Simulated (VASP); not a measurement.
# WC (wurtzite type) (P6_3mc) in VASP: notebook, part 2 of 2

VASP 6.6.1. Earlier steps stand in the parts before.

## Step 4: Relaxation of cell and atoms, PBE

This run uses another cell than the first one, of 14.93 Å³/atom, 1.178 times its volume.

File INCAR:

```
SYSTEM = WC
PREC = Accurate
ENCUT = 600
EDIFF = 1E-6
ISMEAR = -1
SIGMA = 0.05
LREAL = .False.
LASPH = .True.
NELM = 100
ALGO = Normal
ISIF = 3
LWAVE = .False.
LCHARG = .False.
GGA = PE
IBRION = 2
NSW = 100
EDIFFG = -0.005
```

File KPOINTS:

```
Automatic mesh
0
Gamma
  12 12 7
  0 0 0
```

File POSCAR:

```
WC
1.0
    3.4846027458      0.0000000000      0.0000000000
   -1.7423013729      3.0177545000      0.0000000000
    0.0000000000      0.0000000000      5.6799024757
W C
2 2
Direct
    0.3333333333      0.6666666667      0.0000000000
    0.6666666667      0.3333333333      0.5000000000
    0.3333333333      0.6666666667      0.3760000000
    0.6666666667      0.3333333333      0.8760000000
```

Potentials or basis: VASP PAW PBE potentials, release 64 (W_sv, C).

Command:

```console
> cat potpaw_PBE.64/W_sv/POTCAR potpaw_PBE.64/C/POTCAR > POTCAR
> mpirun -np 1 vasp_std > vasp.out
```

OUTCAR:

```text
SYSTEM = WC
   PREC = Accurate
   ENCUT = 600
   EDIFF = 1E-6
   ISMEAR = -1
   LREAL = .False.
   LASPH = .True.
   NELM = 100
   ISIF = 3
   GGA = PE
   IBRION = 2
   NSW = 100
   EDIFFG = -0.005

 ion  position               nearest neighbor table
   1  0.333  0.667  0.000-   4 2.13   4 2.13   4 2.13   3 2.14   2 3.48   2 3.48   2 3.48   2 3.48
                             2 3.48   2 3.48
   2  0.667  0.333  0.500-   3 2.13   3 2.13   3 2.13   4 2.14   1 3.48   1 3.48   1 3.48   1 3.48
                             1 3.48   1 3.48
   3  0.333  0.667  0.376-   2 2.13   2 2.13   2 2.13   1 2.14
   4  0.667  0.333  0.876-   1 2.13   1 2.13   1 2.13   2 2.14

  LATTYP: Found a hexagonal cell.
 ALAT       =     3.4846027458
 C/A-ratio  =     1.6300000000

  Lattice vectors:

 A1 = (   3.4846027458,   0.0000000000,   0.0000000000)
 A2 = (  -1.7423013729,   3.0177545000,   0.0000000000)
 A3 = (   0.0000000000,   0.0000000000,   5.6799024757)

[... 901 lines left out ...]

[... ionic steps 4 to 30 ...]

--------------------------------------- Ionic step       31  -------------------------------------------

 number of electron      36.0000000 magnetization

------------------------ aborting loop because EDIFF is reached ----------------------------------------
[... 71 lines left out ...]
--------------------------------------- Ionic step       33  -------------------------------------------

 number of electron      36.0000000 magnetization

 Free energy of the ion-electron system (eV)
  ---------------------------------------------------
  ext. energy  EPLUGINS =         0.00000000
  ---------------------------------------------------
  free energy    TOTEN  =       -42.38586567 eV

  energy without entropy =      -42.37723114  energy(sigma->0) =      -42.38154841

 E-fermi :   8.7801     XC(G=0): -12.4654

 val. band max:        8.7728829605   @ k =   0.0833   0.0833   0.1429
 cond. band min:       8.7813341099   @ k =   0.1667   0.0000   0.2857
 fundamental gap:      0.0084511494
 Fermi energy:         8.7800634253

 k-point     1 :       0.0000    0.0000    0.0000
  band No.  band energies     occupation
      1     -65.6365      2.00000
      2     -65.6300      2.00000
      3     -30.0423      2.00000
      4     -29.8330      2.00000
      5     -29.7171      2.00000
      6     -29.7171      2.00000
[... 622 lines left out ...]
  FREE ENERGIE OF THE ION-ELECTRON SYSTEM (eV)
  ---------------------------------------------------
  free  energy   TOTEN  =       -42.3858656721 eV

  energy  without entropy=      -42.3772311412  energy(sigma->0) =      -42.38154841

 reached required accuracy - stopping structural energy minimisation
```

OSZICAR:

```text
N       E                     dE             d eps       ncg     rms          rms(c)
DAV:   1     0.391014299157E+03    0.39101E+03   -0.23348E+04  3416   0.194E+03
DAV:   2    -0.258707533814E+02   -0.41689E+03   -0.41061E+03  3646   0.527E+02
[... 262 lines left out ...]
  32 F= -.42385863E+02 E0= -.42381544E+02  d E =-.101599E-03
       N       E                     dE             d eps       ncg     rms          rms(c)
DAV:   1    -0.423858787322E+02   -0.15487E-04   -0.39798E-04  3472   0.228E-01    0.436E-02
DAV:   2    -0.423858671582E+02    0.11574E-04   -0.50352E-05  3760   0.619E-02    0.101E-02
DAV:   3    -0.423858656219E+02    0.15362E-05   -0.38230E-06  3288   0.159E-02    0.403E-03
DAV:   4    -0.423858656721E+02   -0.50131E-07   -0.64505E-07  1696   0.711E-03
  33 F= -.42385866E+02 E0= -.42381548E+02  d E =-.245423E-05
```

CONTCAR:

```text
WC
   1.00000000000000
     3.1273406824838332    0.0000000000000000    0.0000000000000000
    -1.5636703412419166    2.7083564773482185    0.0000000000000000
     0.0000000000000000    0.0000000000000000    6.0001738402547717
  W               C
     2     2
Direct
     0.3333333332999970    0.6666666667000030    0.0224144437644363
     0.6666666667000030    0.3333333332999970    0.5224144437644360
     0.3333333332999970    0.6666666667000030    0.3535855562355614
     0.6666666667000030    0.3333333332999970    0.8535855562355616

  0.00000000E+00  0.00000000E+00  0.00000000E+00
  0.00000000E+00  0.00000000E+00  0.00000000E+00
  0.00000000E+00  0.00000000E+00  0.00000000E+00
  0.00000000E+00  0.00000000E+00  0.00000000E+00
```

Wall time 12 min (1 thread of Intel Xeon Platinum 8481C at 2.70GHz (Sapphire Rapids), shared host); peak memory 0.28 GiB.

Results:

* Free energy: -42.3859 eV
* Relaxed volume: 12.71 Å³/atom
* Relaxed cell: a = 3.127 Å, b = 3.127 Å, c = 6.000 Å, α = 90.00°, β = 90.00°, γ = 120.00°
* Space group after relaxing (to 0.05 Å): P6_3mc (No. 186)
* Energy gained by relaxing: 287.3 meV/atom
* Ionic steps: 33
* Pressure after relaxing: 0.0 GPa
* Band gap on the k mesh: zero (band 18 reaches 9.05 eV, above the bottom of band 19 at 8.52 eV)

Step by step:
| step | energy change (eV) | largest force (eV/Å) | pressure (GPa) | volume (Å³) |
| --- | --- | --- | --- | --- |
| 1 | 0.0000 | 0.6300 | -26.30 | 59.73 |
| 2 | 2.2258 | 1.2076 | 102.63 | 40.95 |
| 3 | -0.7169 | 0.4952 | -2.32 | 52.61 |
| 4 | -0.7215 | 0.4719 | -0.28 | 52.19 |
| 5 | -0.7219 | 0.4633 | 0.46 | 52.04 |
| 6 | -0.7536 | 0.0948 | 0.40 | 52.08 |
| 7 | -0.7678 | 0.5227 | 0.60 | 52.12 |
| 8 | -0.7721 | 0.5534 | 0.54 | 52.13 |
| 9 | -0.7848 | 0.6552 | 0.38 | 52.15 |
| 10 | -0.8070 | 0.8996 | 0.05 | 52.20 |
| 11 | -0.8212 | 1.5882 | -0.55 | 52.27 |
| 12 | -0.8534 | 1.5724 | -1.13 | 52.29 |
| 13 | -0.9325 | 1.6200 | -2.85 | 52.32 |
| 14 | -0.9774 | 1.8586 | -6.02 | 52.31 |
| 15 | -0.9805 | 1.7952 | -5.35 | 52.32 |
| 16 | -1.0417 | 1.3794 | -4.94 | 52.10 |
| 17 | -1.1408 | 0.2349 | -2.81 | 51.43 |
| 18 | -1.1461 | 0.0839 | -1.97 | 51.23 |
| 19 | -1.1476 | 0.0697 | -1.23 | 51.09 |
| 20 | -1.1485 | 0.0406 | 0.33 | 50.81 |
| 21 | -1.1486 | 0.0459 | 0.05 | 50.86 |
| 22 | -1.1487 | 0.0355 | 0.04 | 50.86 |
| 23 | -1.1489 | 0.0039 | -0.02 | 50.85 |
| 24 | -1.1488 | 0.0603 | -0.10 | 50.85 |
| 25 | -1.1489 | 0.0262 | -0.06 | 50.85 |
| 26 | -1.1490 | 0.0100 | -0.05 | 50.84 |
| 27 | -1.1490 | 0.0020 | -0.06 | 50.83 |
| 28 | -1.1490 | 0.0148 | -0.05 | 50.82 |
| 29 | -1.1490 | 0.0010 | -0.06 | 50.83 |
| 30 | -1.1490 | 0.0014 | -0.06 | 50.83 |
| 31 | -1.1490 | 0.0082 | -0.06 | 50.83 |
| 32 | -1.1490 | 0.0023 | -0.05 | 50.83 |
| 33 | -1.1490 | 0.0011 | -0.01 | 50.82 |

Final structure:
```
W C
1.0
     3.12734    0.00000    0.00000
    -1.56367    2.70836    0.00000
     0.00000    0.00000    6.00017
W C
2 2
Direct
  0.33333 0.66667 0.02241
  0.66667 0.33333 0.52241
  0.33333 0.66667 0.35359
  0.66667 0.33333 0.85359
```

Caveat: spin-orbit coupling is left out, which moves the levels of the heavy elements.
